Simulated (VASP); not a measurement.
# Zn3F in VASP: notebook

Runs on Zn3F. Level: PBE. Tasks: single point.

Everything below comes from runs of VASP 6.6.1. Logs are shortened: lines on timing, memory, paths and dates and some standing lists are left out, and cuts for length are marked.

**1. The cell of the first run**

The typed cell holds 8 atoms: a = 7.350 Å, b = 7.350 Å, c = 2.746 Å, α = 90.00°, β = 90.00°, γ = 120.00°.

**2. Single point, PBE**

File INCAR:

```
  PREC = Accurate
  ENCUT = 520
  EDIFF = 1E-7
  ISMEAR = 0
  SIGMA = 0.1
  LREAL = False
  LASPH = True
  NELM = 100
  ALGO = Normal
  ISIF = 2
  LWAVE = False
  LCHARG = True
  GGA = PE
  LELF = True
  LVHAR = True
  NBANDS = 53
```

File KPOINTS:

```
Automatic mesh
0
Gamma
  3 3 6
```

File POSCAR:

```
Zn3F
1.0
    7.3504220152      0.0000000000      0.0000000000
   -3.6752110076      6.3656521937      0.0000000000
    0.0000000000      0.0000000000      2.7460243083
Zn F
6 2
Direct
    0.3475264581      0.1739097948      0.2500000000
    0.1736166633      0.3475264581      0.7500000000
    0.8260902052      0.1736166633      0.2500000000
    0.6524735419      0.8260902052      0.7500000000
    0.8263833367      0.6524735419      0.2500000000
    0.1739097948      0.8263833367      0.7500000000
    0.3333333333      0.6666666667      0.2500000000
    0.6666666667      0.3333333333      0.7500000000
```

Potentials or basis: VASP PAW PBE potentials, release 64 (Zn, F).

Launch:

```console
$ cat potpaw_PBE.64/Zn/POTCAR potpaw_PBE.64/F/POTCAR > POTCAR
$ mpirun -np 1 vasp_std > vasp.out
```

OUTCAR:

```text
PREC = Accurate
   ENCUT = 520
   EDIFF = 1E-7
   ISMEAR = 0
   LREAL = False
   LASPH = True
   NELM = 100
   ISIF = 2
   GGA = PE

 ion  position               nearest neighbor table
   1  0.348  0.174  0.250-   8 2.45   8 2.45   2 2.60   2 2.60   6 2.60   6 2.60
   2  0.174  0.348  0.750-   7 2.45   7 2.45   1 2.60   1 2.60   3 2.60   3 2.60
   3  0.826  0.174  0.250-   8 2.45   8 2.45   2 2.60   2 2.60   4 2.60   4 2.60
   4  0.652  0.826  0.750-   7 2.45   7 2.45   5 2.60   5 2.60   3 2.60   3 2.60
   5  0.826  0.652  0.250-   8 2.45   8 2.45   4 2.60   4 2.60   6 2.60   6 2.60
   6  0.174  0.826  0.750-   7 2.45   7 2.45   5 2.60   5 2.60   1 2.60   1 2.60
   7  0.333  0.667  0.250-   6 2.45   6 2.45   2 2.45   2 2.45   4 2.45   4 2.45
   8  0.667  0.333  0.750-   3 2.45   3 2.45   5 2.45   5 2.45   1 2.45   1 2.45

  LATTYP: Found a hexagonal cell.
 ALAT       =     7.3504220152
 C/A-ratio  =     0.3735872992

  Lattice vectors:

 A1 = (   7.3504220152,   0.0000000000,   0.0000000000)
 A2 = (  -3.6752110076,   6.3656521937,   0.0000000000)
 A3 = (   0.0000000000,   0.0000000000,   2.7460243083)

Analysis of symmetry for initial positions (statically):
=====================================================================
 Subroutine PRICEL returns:
 Original cell was already a primitive cell.

 Routine SETGRP: Setting up the symmetry group for a
 hexagonal supercell.

 Subroutine GETGRP returns: Found 12 space group operations
 (whereof  6 operations were pure point group operations)
 out of a pool of 24 trial point group operations.

The static configuration has the point symmetry S_6 .
 The point group associated with its full space group is C_6h.

Analysis of symmetry for dynamics (positions and initial velocities):
=====================================================================
 Subroutine PRICEL returns:
 Original cell was already a primitive cell.

 Routine SETGRP: Setting up the symmetry group for a
 hexagonal supercell.

 Subroutine GETGRP returns: Found 12 space group operations
 (whereof  6 operations were pure point group operations)
 out of a pool of 24 trial point group operations.

The dynamic configuration has the point symmetry S_6 .
 The point group associated with its full space group is C_6h.

 Subroutine INISYM returns: Found 12 space group operations
 (whereof  6 operations are pure point group operations),
 and found     1 'primitive' translations

----------------------------------------------------------------------------------------

                                     Primitive cell

  volume of cell :     128.4871

  direct lattice vectors                    reciprocal lattice vectors
     7.350422015  0.000000000  0.000000000     0.136046610  0.078546547  0.000000000
    -3.675211008  6.365652194  0.000000000     0.000000000  0.157093094  0.000000000
     0.000000000  0.000000000  2.746024308     0.000000000  0.000000000  0.364162836

  length of vectors
     7.350422015  7.350422015  2.746024308     0.157093094  0.157093094  0.364162836

  position of ions in fractional coordinates (direct lattice)
     0.347526458  0.173909795  0.250000000
     0.173616663  0.347526458  0.750000000
     0.826090205  0.173616663  0.250000000
     0.652473542  0.826090205  0.750000000
     0.826383337  0.652473542  0.250000000
     0.173909795  0.826383337  0.750000000
     0.333333333  0.666666667  0.250000000
     0.666666667  0.333333333  0.750000000

  ion indices of the primitive-cell ions
   primitive index   ion index
                 1           1
                 2           2
                 3           3
                 4           4
                 5           5
                 6           6
                 7           7
                 8           8

----------------------------------------------------------------------------------------

 KPOINTS: Automatic mesh

Automatic generation of k-mesh.
 Grid dimensions read from file:
 generate k-points for:    3    3    6

 Generating k-lattice:

  Cartesian coordinates                     Fractional coordinates (reciprocal lattice)
     0.045348870  0.026182182  0.000000000     0.333333333 -0.000000000  0.000000000
     0.000000000  0.052364365  0.000000000     0.000000000  0.333333333  0.000000000
     0.000000000  0.000000000  0.060693806     0.000000000  0.000000000  0.166666667

  Length of vectors
     0.052364365  0.052364365  0.060693806

  Shift w.r.t. Gamma in fractional coordinates (k-lattice)
     0.000000000  0.000000000  0.000000000

 Subroutine IBZKPT returns following result:
 ===========================================

 Found     12 irreducible k-points:

 Following reciprocal coordinates:
            Coordinates               Weight
  0.000000  0.000000  0.000000      1.000000
  0.333333  0.000000  0.000000      6.000000
  0.333333  0.333333  0.000000      2.000000
  0.000000  0.000000  0.166667      2.000000
  0.333333  0.000000  0.166667     12.000000
  0.333333  0.333333  0.166667      4.000000
  0.000000  0.000000  0.333333      2.000000
  0.333333  0.000000  0.333333     12.000000
  0.333333  0.333333  0.333333      4.000000
  0.000000  0.000000  0.500000      1.000000
  0.333333  0.000000  0.500000      6.000000
  0.333333  0.333333  0.500000      2.000000
   k-points           NKPTS =     12   k-points in BZ     NKDIM =     12   number of bands    NBANDS=     53
   number of dos      NEDOS =    301   number of ions     NIONS =      8
   total plane-waves  NPLWV =  62720
   dimension x,y,z NGX =    56 NGY =   56 NGZ =   20
   dimension x,y,z NGXF=   112 NGYF=  112 NGZF=   40
   ions per type =               6   2
   NGX,Y,Z   is equivalent  to a cutoff of  12.67, 12.67, 12.11 a.u.
   NGXF,Y,Z  is equivalent  to a cutoff of  25.33, 25.33, 24.22 a.u.
 SYSTEM =  unknown system
   PREC   = accura    normal or accurate (medium, high low for compatibility)
   ISTART =      0    job   : 0-new  1-cont  2-samecut
   ICHARG =      2    charge: 1-file 2-atom 10-const
   ISPIN  =      1    spin polarized calculation?
   LNONCOLLINEAR =      F non collinear calculations
   LSORBIT =      F    spin-orbit coupling
   LASPH  =      T    aspherical Exc in radial PAW
   ENCUT  =  520.0 eV  38.22 Ry    6.18 a.u.  13.67 13.67  5.11*2*pi/ulx,y,z
   NELM   =    100;   NELMIN=  2; NELMDL= -5     # of ELM steps
   EDIFF  = 0.1E-06   stopping-criterion for ELM
   LREAL  =      F    real-space projection
   EDIFFG = 0.1E-05   stopping-criterion for IOM
   NSW    =      0    number of steps for IOM
   IBRION =     -1    ionic relax: 0-MD 1-quasi-New 2-CG
   NFREE  =      0    steps in history (QN), initial steepest desc. (CG)
   ISIF   =      2    stress and relaxation
   ISYM   =      2    0-nonsym 1-usesym 2-fastsym
   POTIM  = 0.5000    time-step for ionic-motion
   TEBEG  =    0.0;   TEEND  =   0.0 temperature during run
   PSTRESS=    0.0 pullay stress
   NELECT =      86.0000    total number of electrons
   NUPDOWN=      -1.0000    fix difference up-down
   EMIN   =  10.00;   EMAX   =-10.00  energy-range for DOS
   EFERMI =   0.00;   METHOD = LEGACY
   ISMEAR =     0;   SIGMA  =   0.10  broadening in eV -4-tet -1-fermi 0-gaus
   EFERMI_NEDOS =   21; number of points for ismear=-14 and -15
   IALGO  =     38    algorithm
   IMIX   =      4    mixing-type and parameters
     AMIX     =   0.40;   BMIX     =  1.00
     AMIX_MAG =   1.60;   BMIX_MAG =  1.00
  volume/ion in A,a.u.               =      16.06       108.38
  Fermi-wavevector in a.u.,A,eV,Ry     =   1.432038  2.706159 27.901904  2.050732
  Thomas-Fermi vector in A             =   2.551709
   LORBIT       =      0    0 simple, 1 ext, 2 COOP (PROOUT), +10 PAW based schemes
   GGA     = PE    functional components
   LHFCALC =     F    Hartree Fock is set to
   AEXX    =    0.0000 exact exchange contribution
   IVDW    =     0    specifies the selected vdW correction
   LEPSILON=     F    determine dielectric tensor
   LRPA    =     F    only Hartree local field effects (RPA)
 non-spin polarized calculation
 Gauss-broadening in eV      SIGMA  =   0.10
  energy-cutoff  :      520.00
  volume of cell :      128.49
 maximum number of plane-waves:      3486
 NGX is ok and might be reduce to    54
   NGX = 27   NGY = 27   NGZ = 11

 number of electron      86.0000000 magnetization

 Free energy of the ion-electron system (eV)
  ---------------------------------------------------
  ext. energy  EPLUGINS =         0.00000000
  ---------------------------------------------------
  free energy    TOTEN  =       -14.90570003 eV

  energy without entropy =      -14.89336075  energy(sigma->0) =      -14.89953039

 E-fermi :   1.6843     XC(G=0): -10.3491

 val. band max:        1.5997976244   @ k =   0.0000   0.0000   0.5000
 cond. band min:       1.7442680491   @ k =   0.3333   0.0000   0.0000
 fundamental gap:      0.1444704247
 Fermi energy:         1.6842963084

 k-point     1 :       0.0000    0.0000    0.0000
  band No.  band energies     occupation
      1     -21.9255      2.00000
      2     -21.9114      2.00000
      3      -6.5204      2.00000
      4      -6.2312      2.00000
      5      -6.2312      2.00000
      6      -6.0817      2.00000
[... 45 lines left out ...]
     52       9.4055      0.00000
     53      10.6342      0.00000

 k-point     2 :       0.3333    0.0000    0.0000
  band No.  band energies     occupation
      1     -21.9222      2.00000
      2     -21.9141      2.00000
      3      -6.6507      2.00000
      4      -6.2573      2.00000
      5      -6.1501      2.00000
      6      -6.1136      2.00000
[... 45 lines left out ...]
     52      10.0544      0.00000
     53      10.4047      0.00000

 k-point     3 :       0.3333    0.3333    0.0000
  band No.  band energies     occupation
      1     -21.9181      2.00000
      2     -21.9181      2.00000
      3      -6.7063      2.00000
      4      -6.2270      2.00000
      5      -6.2270      2.00000
      6      -6.1205      2.00000
[... 45 lines left out ...]
     52      10.6266      0.00000
     53      11.9480      0.00000
[... 393 lines left out ...]
 k-point    11 :       0.3333    0.0000    0.5000
  band No.  band energies     occupation
      1     -21.6005      2.00000
      2     -21.6005      2.00000
      3      -5.9843      2.00000
      4      -5.9843      2.00000
      5      -5.9432      2.00000
      6      -5.9432      2.00000
[... 45 lines left out ...]
     52       7.2369      0.00000
     53       8.3804      0.00000

 k-point    12 :       0.3333    0.3333    0.5000
  band No.  band energies     occupation
      1     -21.6006      2.00000
      2     -21.6006      2.00000
      3      -6.0074      2.00000
      4      -6.0074      2.00000
      5      -5.9040      2.00000
      6      -5.9040      2.00000
[... 45 lines left out ...]
     52       8.1112      0.00000
     53       8.1780      0.00000

------------------------ aborting loop because EDIFF is reached ----------------------------------------

  FORCE on cell =-STRESS in cart. coord.  units (eV):
  Direction    XX          YY          ZZ          XY          YZ          ZX
  --------------------------------------------------------------------------------------
  -------------------------------------------------------------------------------------
  Total        0.0720704      0.0720704      0.0348327     -0.0000001      0.0000000      0.0000000
  in kB        0.8986855      0.8986855      0.4343478     -0.0000010      0.0000000      0.0000000
  external PRESSURE =       0.7439063 kB  Pullay stress =       0.0000000 kB

 VOLUME and BASIS-vectors are now :
 -----------------------------------------------------------------------------
  energy-cutoff  :      520.00
  volume of cell :      128.49
      direct lattice vectors                 reciprocal lattice vectors
     7.350422015  0.000000000  0.000000000     0.136046610  0.078546547  0.000000000
    -3.675211008  6.365652194  0.000000000     0.000000000  0.157093094  0.000000000
     0.000000000  0.000000000  2.746024308     0.000000000  0.000000000  0.364162836

 POSITION                                       TOTAL-FORCE (eV/Angst)
 -----------------------------------------------------------------------------------
      1.91531      1.10705      0.68651         0.007473      0.003355     -0.000000
     -0.00108      2.21223      2.05952         0.000831      0.008149     -0.000000
      5.43403      1.10518      0.68651        -0.006642      0.004794     -0.000000
      1.75990      5.25860      2.05952        -0.007473     -0.003355     -0.000000
      3.67629      4.15342      0.68651        -0.000831     -0.008149      0.000000
     -1.75882      5.26047      2.05952         0.006642     -0.004794      0.000000
     -0.00000      4.24377      0.68651         0.000000      0.000000      0.000000
      3.67521      2.12188      2.05952         0.000000      0.000000     -0.000000
 -----------------------------------------------------------------------------------
    total drift:                               -0.000001      0.000000     -0.000000

  FREE ENERGIE OF THE ION-ELECTRON SYSTEM (eV)
  ---------------------------------------------------
  free  energy   TOTEN  =       -14.9057000275 eV

  energy  without entropy=      -14.8933607509  energy(sigma->0) =      -14.89953039
```

It took 43 s on 1 thread of Intel Xeon 6975P-C (Granite Rapids), shared host; peak memory 0.26 GiB.

Results:

* Free energy: -14.9057 eV
* Pressure: 0.1 GPa
* Largest force: 0.008 eV/Å
* Band gap on the k mesh: zero (bands 43 and 44 overlap by 0.86 eV)

Forces in eV/Å, atoms in the order of the input:
```
Zn   0.007  0.003  0.000
Zn   0.001  0.008  0.000
Zn  -0.007  0.005  0.000
Zn  -0.007 -0.003  0.000
Zn  -0.001 -0.008  0.000
Zn   0.007 -0.005  0.000
F    0.000  0.000  0.000
F    0.000  0.000  0.000
```

Caveat: the k points lie up to 0.38 Å⁻¹ apart, too coarse for converged energies and pressures of a metal.

**3. Single point, PBE**

This run uses another cell than the first one, of 15.92 Å³/atom.

File INCAR:

```
SYSTEM = Zn3F
ALGO = Normal
EDIFF = 1E-7
ENCUT = 520
GGA = PE
ISIF = 2
ISMEAR = 0
LASPH = .TRUE.
LCHARG = .FALSE.
LREAL = .FALSE.
LWAVE = .FALSE.
NBANDS = 53
NELM = 60
PREC = Accurate
SIGMA = 0.1
```

File KPOINTS:

```
k-points
0
G
  6 6 14
  0 0 0
```

File POSCAR:

```
Zn3F
1.0
    7.3961056059      0.0000000000      0.0000000000
   -3.6980528029      6.4052153437      0.0000000000
    0.0000000000      0.0000000000      2.6879341272
Zn F
6 2
Direct
    0.3501283842      0.1750641921      0.2500000000
    0.1750641921      0.3501283842      0.7500000000
    0.8249358079      0.1750641921      0.2500000000
    0.6498716158      0.8249358079      0.7500000000
    0.8249358079      0.6498716158      0.2500000000
    0.1750641921      0.8249358079      0.7500000000
    0.3333333333      0.6666666667      0.2500000000
    0.6666666667      0.3333333333      0.7500000000
```

Potentials or basis: VASP PAW PBE potentials, release 64 (Zn, F).

Launch:

```console
$ cat potpaw_PBE.64/Zn/POTCAR potpaw_PBE.64/F/POTCAR > POTCAR
$ mpirun -np 1 vasp_std > vasp.out
```

Wall time 2.8 min (1 thread of Intel Xeon 6975P-C (Granite Rapids), shared host); peak memory 0.41 GiB.

It converged, with:

```yaml
Free_energy: -15.0151 eV
Pressure: 0.1 GPa
Band_gap_on_the_k_mesh: zero (bands 43 and 44 overlap by 1.46 eV)
```

Levels at points of the mesh, in eV from the Fermi level:
```
           k point  band 40  band 41  band 42  band 43  band 44  band 45  band 46  band 47
(0.00, 0.00, 0.00)    -3.98    -3.95    -1.97    -1.97    -0.77     0.22     1.06     4.71
(0.50, 0.00, 0.00)    -3.97    -3.96    -3.48    -1.75    -0.55     1.37     1.72     2.98
(0.00, 0.00, 0.50)    -2.06    -0.04    -0.04    -0.04    -0.04     1.99     1.99     1.99
(0.50, 0.00, 0.50)    -1.71    -0.76    -0.76    -0.21    -0.21     2.41     2.41     2.96
```
